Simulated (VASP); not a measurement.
# Cu (I4/mmm) in VASP: notebook

The runs below take Cu through single point, relaxation of cell and atoms, with r2SCAN.

Program: VASP 6.6.1. These are calculated values, not measurements. Logs are shortened: lines on timing, memory, paths and dates and some standing lists are left out, and cuts for length are marked.

**1. The cell of the first run**

Symmetry: I4/mmm, No. 139, tetragonal system. The conventional cell has a = 2.895 Å, b = 2.895 Å, c = 2.739 Å, α = 90.00°, β = 90.00°, γ = 90.00°. Within 3.3 Å of Cu (site symmetry 4/mmm) lie 14 Cu at 2.46 to 2.90 Å.

**2. Single point, r2SCAN**

The input, POSCAR:

```
Cu
1.0
    1.4476911073     -1.4476911073     -1.3693140256
    1.4476911073      1.4476911073     -1.3693140256
    2.8953822146      0.0000000000      2.7386280511
Cu
2
Direct
    0.0000000000      0.0000000000      0.0000000000
    0.5000000000      0.5000000000      0.5000000000
```

The input, INCAR.step1:

```
SYSTEM = Cu
  ALGO = Normal
  EDIFF = 1E-4
  ENCUT = 520
  GGA = PE
  ISMEAR = 0
  LASPH = .True.
  LCHARG = .False.
  LREAL = .False.
  LWAVE = .True.
  NBANDS = 18
  NELM = 60
  PREC = Accurate
  SIGMA = 0.15
```

The input, INCAR.step2:

```
SYSTEM = Cu
  ALGO = Normal
  EDIFF = 1E-7
  ENCUT = 520
  ISIF = 2
  ISMEAR = 0
  ISTART = 1
  LASPH = .True.
  LCHARG = .False.
  LMIXTAU = .True.
  LREAL = .False.
  LWAVE = .False.
  METAGGA = R2SCAN
  NBANDS = 18
  NELM = 60
  PREC = Accurate
  SIGMA = 0.15
```

The input, KPOINTS:

```
k-points
0
Gamma
  14 14 8
  0 0 0
```

Potentials or basis: VASP PAW PBE potentials, release 64 (Cu).

The run is started by

```
$ cat potpaw_PBE.64/Cu/POTCAR > POTCAR
$ cp INCAR.step1 INCAR
$ mpirun -np 1 vasp_std > vasp.out
$ cp INCAR.step2 INCAR
$ mpirun -np 1 vasp_std > vasp.out
```

OUTCAR:

```text
SYSTEM = Cu
   EDIFF = 1E-7
   ENCUT = 520
   ISIF = 2
   ISMEAR = 0
   ISTART = 1
   LASPH = .True.
   LREAL = .False.
   METAGGA = R2SCAN
   NELM = 60
   PREC = Accurate

 ion  position               nearest neighbor table
   1  0.000  0.000  0.000-   2 2.46   2 2.46   2 2.46   2 2.46   2 2.74   2 2.74
   2  0.500  0.500  0.500-   1 2.46   1 2.46   1 2.46   1 2.46   1 2.74   1 2.74

  LATTYP: Found a base centered monoclinic cell.
 ALAT       =     3.9853885346
 B/A-ratio  =     0.7264993587
 C/A-ratio  =     1.0000000000
 COS(beta)  =    -0.0556026365

  Lattice vectors:

 A1 = (  -1.4476911073,   1.4476911073,   1.3693140256)
 A2 = (  -1.4476911073,  -1.4476911073,   1.3693140256)
 A3 = (   2.8953822146,   0.0000000000,   2.7386280511)

Analysis of symmetry for initial positions (statically):
=====================================================================
 Subroutine PRICEL returns following result:

  LATTYP: Found a body centered tetragonal cell.
 ALAT       =     2.8953822146
 C/A-ratio  =     0.9458606319

  Lattice vectors:

 A1 = (   1.4476911073,   1.4476911073,   1.3693140255)
 A2 = (  -1.4476911073,  -1.4476911073,   1.3693140256)
 A3 = (   1.4476911073,  -1.4476911073,  -1.3693140256)

   2 primitive cells build up your supercell.

 Routine SETGRP: Setting up the symmetry group for a
 base centered monoclinic supercell.

 Subroutine GETGRP returns: Found  4 space group operations
 (whereof  4 operations were pure point group operations)
 out of a pool of  4 trial point group operations.

The static configuration has the point symmetry C_2h.

Analysis of symmetry for dynamics (positions and initial velocities):
=====================================================================
 Subroutine PRICEL returns following result:

  LATTYP: Found a body centered tetragonal cell.
 ALAT       =     2.8953822146
 C/A-ratio  =     0.9458606319

  Lattice vectors:

 A1 = (   1.4476911073,   1.4476911073,   1.3693140255)
 A2 = (  -1.4476911073,  -1.4476911073,   1.3693140256)
 A3 = (   1.4476911073,  -1.4476911073,  -1.3693140256)

   2 primitive cells build up your supercell.

 Routine SETGRP: Setting up the symmetry group for a
 base centered monoclinic supercell.

 Subroutine GETGRP returns: Found  4 space group operations
 (whereof  4 operations were pure point group operations)
 out of a pool of  4 trial point group operations.

The dynamic configuration has the point symmetry C_2h.

 Subroutine INISYM returns: Found  4 space group operations
 (whereof  4 operations are pure point group operations),
 and found     2 'primitive' translations

----------------------------------------------------------------------------------------

                                     Primitive cell

  volume of cell :      11.4793

  direct lattice vectors                    reciprocal lattice vectors
     1.447691107  1.447691107  1.369314026     0.345377545  0.000000000  0.365146337
    -1.447691107 -1.447691107  1.369314026     0.000000000 -0.345377545  0.365146337
     1.447691107 -1.447691107 -1.369314026     0.345377545 -0.345377545  0.000000000

  length of vectors
     2.463055011  2.463055011  2.463055011     0.502610680  0.502610680  0.488437608

  position of ions in fractional coordinates (direct lattice)
     0.000000000  0.000000000  0.000000000

  ion indices of the primitive-cell ions
   primitive index   ion index
                 1           1

----------------------------------------------------------------------------------------

 KPOINTS: k-points

Automatic generation of k-mesh.
 Grid dimensions read from file:
 generate k-points for:   14   14    8

 Generating k-lattice:

  Cartesian coordinates                     Fractional coordinates (reciprocal lattice)
     0.012334912 -0.024669825 -0.013040941     0.071428571 -0.000000000  0.000000000
     0.012334912  0.024669825 -0.013040941    -0.000000000  0.071428571  0.000000000
     0.021586097  0.000000000  0.022821646     0.000000000  0.000000000  0.125000000

  Length of vectors
     0.030509284  0.030509284  0.031413167

  Shift w.r.t. Gamma in fractional coordinates (k-lattice)
     0.000000000  0.000000000  0.000000000

 Subroutine IBZKPT returns following result:
 ===========================================

 Found    429 irreducible k-points:

 Following reciprocal coordinates:
            Coordinates               Weight
  0.000000  0.000000  0.000000      1.000000
  0.071429 -0.000000 -0.000000      4.000000
  0.142857 -0.000000 -0.000000      4.000000
  0.214286  0.000000 -0.000000      4.000000
  0.285714 -0.000000 -0.000000      4.000000
  0.357143  0.000000 -0.000000      4.000000
[... 16 lines left out ...]
  0.214286  0.142857 -0.000000      4.000000
  0.285714  0.142857 -0.000000      4.000000
 [... further k-points ...]
   k-points           NKPTS =    429   k-points in BZ     NKDIM =    429   number of bands    NBANDS=     18
   number of dos      NEDOS =    301   number of ions     NIONS =      2
   total plane-waves  NPLWV =   9720
   dimension x,y,z NGX =    18 NGY =   18 NGZ =   30
   dimension x,y,z NGXF=    36 NGYF=   36 NGZF=   60
   ions per type =               2
   NGX,Y,Z   is equivalent  to a cutoff of  12.15, 12.15, 12.51 a.u.
   NGXF,Y,Z  is equivalent  to a cutoff of  24.30, 24.30, 25.03 a.u.
 SYSTEM =  Cu
   PREC   = accura    normal or accurate (medium, high low for compatibility)
   ISTART =      1    job   : 0-new  1-cont  2-samecut
   ICHARG =      0    charge: 1-file 2-atom 10-const
   ISPIN  =      1    spin polarized calculation?
   LNONCOLLINEAR =      F non collinear calculations
   LSORBIT =      F    spin-orbit coupling
   LASPH  =      T    aspherical Exc in radial PAW
   ENCUT  =  520.0 eV  38.22 Ry    6.18 a.u.   4.58  4.58  7.41*2*pi/ulx,y,z
   NELM   =     60;   NELMIN=  2; NELMDL=  0     # of ELM steps
   EDIFF  = 0.1E-06   stopping-criterion for ELM
   LREAL  =      F    real-space projection
   EDIFFG = 0.1E-05   stopping-criterion for IOM
   NSW    =      0    number of steps for IOM
   IBRION =     -1    ionic relax: 0-MD 1-quasi-New 2-CG
   NFREE  =      0    steps in history (QN), initial steepest desc. (CG)
   ISIF   =      2    stress and relaxation
   ISYM   =      2    0-nonsym 1-usesym 2-fastsym
   POTIM  = 0.5000    time-step for ionic-motion
   TEBEG  =    0.0;   TEEND  =   0.0 temperature during run
   PSTRESS=    0.0 pullay stress
   NELECT =      22.0000    total number of electrons
   NUPDOWN=      -1.0000    fix difference up-down
   EMIN   =  10.00;   EMAX   =-10.00  energy-range for DOS
   EFERMI =   0.00;   METHOD = LEGACY
   ISMEAR =     0;   SIGMA  =   0.15  broadening in eV -4-tet -1-fermi 0-gaus
   EFERMI_NEDOS =   21; number of points for ismear=-14 and -15
   IALGO  =     38    algorithm
   IMIX   =      4    mixing-type and parameters
     AMIX     =   0.40;   BMIX     =  1.00
     AMIX_MAG =   1.60;   BMIX_MAG =  1.00
  volume/ion in A,a.u.               =      11.48        77.47
  Fermi-wavevector in a.u.,A,eV,Ry     =   1.613990  3.049998 35.442672  2.604963
  Thomas-Fermi vector in A             =   2.708971
   LORBIT       =      0    0 simple, 1 ext, 2 COOP (PROOUT), +10 PAW based schemes
   METAGGA = R2SCAN    functional components
   LHFCALC =     F    Hartree Fock is set to
   AEXX    =    0.0000 exact exchange contribution
   IVDW    =     0    specifies the selected vdW correction
   LEPSILON=     F    determine dielectric tensor
   LRPA    =     F    only Hartree local field effects (RPA)
 non-spin polarized calculation
 Gauss-broadening in eV      SIGMA  =   0.15
  energy-cutoff  :      520.00
  volume of cell :       22.96
 maximum number of plane-waves:       634
   NGX =  9   NGY =  9   NGZ = 15

 number of electron      22.0000017 magnetization

 Free energy of the ion-electron system (eV)
  ---------------------------------------------------
  ext. energy  EPLUGINS =         0.00000000
  ---------------------------------------------------
  free energy    TOTEN  =       -21.57891583 eV

  energy without entropy =      -21.56953598  energy(sigma->0) =      -21.57422591

 E-fermi :   7.7659     XC(G=0): -13.9410

 val. band max:        7.7628899676   @ k =   0.4286   0.3571   0.3750
 cond. band min:       7.7689142374   @ k =  -0.1429   0.5000   0.1250
 fundamental gap:      0.0060242698
 Fermi energy:         7.7658610218

 k-point     1 :       0.0000    0.0000    0.0000
  band No.  band energies     occupation
      1      -2.1397      2.00000
      2       2.4050      2.00000
      3       3.5905      2.00000
      4       4.2994      2.00000
      5       4.5289      2.00000
      6       4.5292      2.00000
[... 10 lines left out ...]
     17      33.0748      0.00000
     18      33.4701      0.00000

 k-point     2 :       0.0714   -0.0000   -0.0000
  band No.  band energies     occupation
      1      -1.9860      2.00000
      2       2.4889      2.00000
      3       3.6079      2.00000
      4       4.3034      2.00000
      5       4.5122      2.00000
      6       4.5728      2.00000
[... 10 lines left out ...]
     17      31.9414      0.00000
     18      33.1385      0.00000

 k-point     3 :       0.1429   -0.0000   -0.0000
  band No.  band energies     occupation
      1      -1.5313      2.00000
      2       2.7219      2.00000
      3       3.6492      2.00000
      4       4.2809      2.00000
      5       4.4614      2.00000
      6       4.7293      2.00000
[... 10 lines left out ...]
     17      31.0655      0.00000
     18      32.1180      0.00000

 k-point     4 :       0.2143    0.0000   -0.0000
  band No.  band energies     occupation
      1      -0.7979      2.00000
      2       3.0459      2.00000
      3       3.6908      2.00000
      4       4.2072      2.00000
      5       4.3740      2.00000
      6       4.4618      2.00000
[... 375 lines left out ...]
      4       4.2376      2.00000
      5       4.4536      2.00000
      6       4.4857      2.00000
[... 10 lines left out ...]
     17      31.4564      0.00000
     18      31.8199      0.00000

 k-point    23 :       0.2143    0.1429   -0.0000
  band No.  band energies     occupation
      1      -0.7538      2.00000
      2       3.0174      2.00000
      3       4.0908      2.00000
      4       4.1350      2.00000
      5       4.1526      2.00000
      6       4.3883      2.00000
[... 10 lines left out ...]
     17      28.7467      0.00000
     18      30.6923      0.00000

 k-point    24 :       0.2857    0.1429   -0.0000
  band No.  band energies     occupation
      1       0.0465      2.00000
      2       3.2850      2.00000
      3       3.8352      2.00000
      4       4.0298      2.00000
      5       4.1066      2.00000
      6       4.2208      2.00000
[... 10 lines left out ...]
     17      27.3283      0.00000
     18      27.7121      0.00000

 [... further k-points ...]

------------------------ aborting loop because EDIFF is reached ----------------------------------------

  FORCE on cell =-STRESS in cart. coord.  units (eV):
  Direction    XX          YY          ZZ          XY          YZ          ZX
  --------------------------------------------------------------------------------------
  -------------------------------------------------------------------------------------
  Total        0.0914271      0.1389032      0.1188240      0.0000000      0.0000000      0.0002205
  in kB        6.3802932      9.6934436      8.2922043      0.0000000      0.0000000      0.0153845
  external PRESSURE =       8.1219804 kB  Pullay stress =       0.0000000 kB

 VOLUME and BASIS-vectors are now :
 -----------------------------------------------------------------------------
  energy-cutoff  :      520.00
  volume of cell :       22.96
      direct lattice vectors                 reciprocal lattice vectors
     1.447691107 -1.447691107 -1.369314026     0.172688772 -0.345377545 -0.182573168
     1.447691107  1.447691107 -1.369314026     0.172688772  0.345377545 -0.182573168
     2.895382215  0.000000000  2.738628051     0.172688772  0.000000000  0.182573168

 POSITION                                       TOTAL-FORCE (eV/Angst)
 -----------------------------------------------------------------------------------
      0.00000      0.00000      0.00000        -0.000000     -0.000000      0.000000
      2.89538      0.00000     -0.00000         0.000000      0.000000     -0.000000
 -----------------------------------------------------------------------------------
    total drift:                               -0.000000     -0.000000     -0.000000

  FREE ENERGIE OF THE ION-ELECTRON SYSTEM (eV)
  ---------------------------------------------------
  free  energy   TOTEN  =       -21.5789158287 eV

  energy  without entropy=      -21.5695359843  energy(sigma->0) =      -21.57422591
```

Run time: 5.3 min. Hardware: 1 thread of Intel Xeon Platinum 8488C (Sapphire Rapids), shared host; peak memory 0.25 GiB.

What came out:

| Quantity | Value |
| --- | --- |
| Free energy | -21.5789 eV |
| Pressure | 0.8 GPa |
| Band gap on the k mesh | zero (bands 11 and 12 overlap by 6.55 eV) |

Stress tensor (GPa, compression positive):
```
0.64 0.00 0.00
0.00 0.97 0.00
0.00 0.00 0.83
```

Levels at points of the mesh, in eV from the Fermi level:
| k point | band 8 | band 9 | band 10 | band 11 | band 12 | band 13 | band 14 | band 15 |
| --- | --- | --- | --- | --- | --- | --- | --- | --- |
| (0.00, 0.00, 0.00) | -2.30 | -2.17 | -2.05 | -1.48 | -0.53 | 4.96 | 18.03 | 18.29 |
| (0.50, 0.00, 0.00) | -2.37 | -2.15 | -2.15 | 0.25 | 0.25 | 9.06 | 9.06 | 10.39 |
| (0.50, 0.50, 0.00) | -1.68 | -1.61 | -1.48 | -0.54 | 4.96 | 8.05 | 8.05 | 10.32 |
| (0.00, 0.00, 0.50) | -2.49 | -2.37 | -2.37 | -2.25 | -2.25 | 14.80 | 14.80 | 20.98 |
| (0.50, 0.00, 0.50) | -2.05 | -1.51 | -1.48 | -0.99 | -0.54 | 4.32 | 4.96 | 18.03 |
| (0.50, 0.50, 0.50) | -2.58 | -1.56 | -1.56 | 3.62 | 3.62 | 6.07 | 6.07 | 11.74 |

Caveat: the PAW data sets were made with another functional, which shifts forces and pressure a little.

**3. Relaxation of cell and atoms, r2SCAN, target pressure 60 GPa, at which the enthalpy is minimised**

This run uses another cell than the first one: it holds 1 atom, not 2.

The input, POSCAR:

```
Cu
1.0
   -1.3389297597      1.3389297597      1.2928220654
    1.3389297597     -1.3389297597      1.2928220654
    1.3389297597      1.3389297597     -1.2928220654
Cu
1
Direct
    0.0000000000      0.0000000000      0.0000000000
```

The input, INCAR.step1:

```
SYSTEM = Cu
PREC = Accurate ; ENCUT = 600
ISMEAR = 0 ; SIGMA = 0.1
LREAL = .FALSE. ; LASPH = .TRUE.
NELM = 80 ; GGA = PE
ALGO = Normal ; EDIFF = 1E-4
LWAVE = .TRUE. ; LCHARG = .FALSE.
```

The input, INCAR.step2:

```
SYSTEM = Cu
PREC = Accurate ; ENCUT = 600
EDIFF = 1E-7 ; ISMEAR = 0
SIGMA = 0.1 ; LREAL = .FALSE.
LASPH = .TRUE. ; NELM = 80
ALGO = Normal ; ISIF = 3
LWAVE = .FALSE. ; LCHARG = .FALSE.
METAGGA = R2SCAN ; LMIXTAU = .TRUE.
IBRION = 2 ; NSW = 70
EDIFFG = -0.008 ; PSTRESS = 600.0
ISTART = 1
```

The input, KPOINTS:

```
Automatic mesh
0
G
  22 22 22
  0 0 0
```

Potentials or basis: VASP PAW PBE potentials, release 64 (Cu).

The run is started by

```
$ cat potpaw_PBE.64/Cu/POTCAR > POTCAR
$ cp INCAR.step1 INCAR
$ mpirun -np 1 vasp_std > vasp.out
$ cp INCAR.step2 INCAR
$ mpirun -np 1 vasp_std > vasp.out
```

Wall time 51 min (1 thread of Oxide Virtual Turin-like, shared host); peak memory 0.17 GiB.

It converged, with:

```
Free energy                                                : -10.4489 eV
Relaxed volume                                             : 9.26 Å³/atom
Relaxed cell                                               : a = 2.292 Å, b = 2.292 Å, c = 2.292 Å, α = 108.65°, β = 108.65°, γ = 111.12°
Space group after relaxing (to 0.1 Å)                      : Im-3m (No. 229)
Energy change on relaxing (the run minimises the enthalpy) : +2.1 meV/atom
Ionic steps                                                : 10
Pressure after relaxing                                    : 59.9 GPa
Band gap on the k mesh                                     : zero (an odd number of electrons rules out a gap without spin polarisation)
```

Stress tensor (GPa, compression positive):
```
59.87  0.00  0.00
 0.00 59.87  0.00
 0.00  0.00 60.03
```

The path:
```csv
step,energy change (eV),largest force (eV/Å),pressure (GPa),volume (Å³)
1,0.0000,0.0000,59.68,9.27
2,0.0093,0.0000,60.81,9.25
3,0.0034,0.0000,60.05,9.26
4,0.0038,0.0000,60.16,9.26
5,0.0036,0.0000,60.01,9.26
6,0.0037,0.0000,60.16,9.26
7,-0.0004,0.0000,59.55,9.27
8,0.0013,0.0000,59.84,9.27
9,0.0015,0.0000,59.87,9.27
10,0.0021,0.0000,59.92,9.26
```

Final structure:
```cif
data_structure
_symmetry_space_group_name_H-M 'P 1'
_symmetry_Int_Tables_number 1
_cell_length_a 2.2922
_cell_length_b 2.2922
_cell_length_c 2.2922
_cell_angle_alpha 108.653
_cell_angle_beta 108.653
_cell_angle_gamma 111.120
_cell_volume 9.26
loop_
_atom_site_label
_atom_site_type_symbol
_atom_site_fract_x
_atom_site_fract_y
_atom_site_fract_z
_atom_site_occupancy
Cu1 Cu 0.00000 0.00000 0.00000 1
```

Levels at points of the mesh, in eV from the Fermi level:
```tsv
k point	band 3	band 4	band 5	band 6	band 7	band 8	band 9
(0.00, 0.00, 0.00)	-4.16	-4.16	-2.88	-2.69	28.06	28.06	28.96
(0.50, 0.00, 0.00)	-2.79	-2.54	-1.66	-1.27	6.17	19.97	21.48
(0.50, 0.50, 0.00)	-2.94	-2.66	-1.69	-1.58	5.78	20.81	22.61
(0.50, 0.50, 0.50)	-1.94	-1.94	-1.89	9.35	9.35	10.79	15.58
```

Caveat: the cell is relaxed towards a set pressure, so the run minimises the enthalpy, not the energy; the PAW data sets were made with another functional, which shifts forces and pressure a little.
